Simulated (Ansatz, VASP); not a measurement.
# Hf3O2 in VASP and in Ansatz

```
Hf O
1.0
     1.57310    0.90823    8.27966
    -1.57310    0.90823    8.27966
     0.00000   -1.81646    8.27966
Hf O
3 2
Direct
  0.00000 0.00000 0.00000
  0.21554 0.21554 0.21554
  0.78446 0.78446 0.78446
  0.39454 0.39454 0.39454
  0.60546 0.60546 0.60546
```

Alike in both runs: functional PBE; k mesh 6 × 6 × 6; occupations gaussian, width 0.1 eV; no spin polarisation.

Ansatz relaxed the structure, and its values are those at the end. VASP's run is a single point on that final structure, the one shown.

|  | VASP | Ansatz |
| --- | --- | --- |
| version | VASP 6.6.1 | Ansatz 0.2.0 |
| potentials or method | VASP PAW PBE potentials, release 64 (Hf_pv, O), cutoff 520 eV | scalar-relativistic, plane waves, PAW |
| valence electrons in the cell | 42 | 90 |

VASP gave:

```
gap on the k mesh at the Fermi level (eV) : none
pressure (GPa)                            : -1.8
rms of the force components (eV/Å)        : 0.045
```

**Question.** What did Ansatz give for the same quantities?

**Answer.** gap on the k mesh at the Fermi level (eV): none; pressure (GPa): 0.1; rms of the force components (eV/Å): 0.011.

A gap of «none» marks a metal or a gap that the smearing closes. VASP's potentials hold 42 valence electrons a cell and Ansatz's 90, so a difference there can come from the potentials and not from the codes.

The k mesh is coarse, so the values compare programs but aren't converged. Spin-orbit coupling is off throughout.
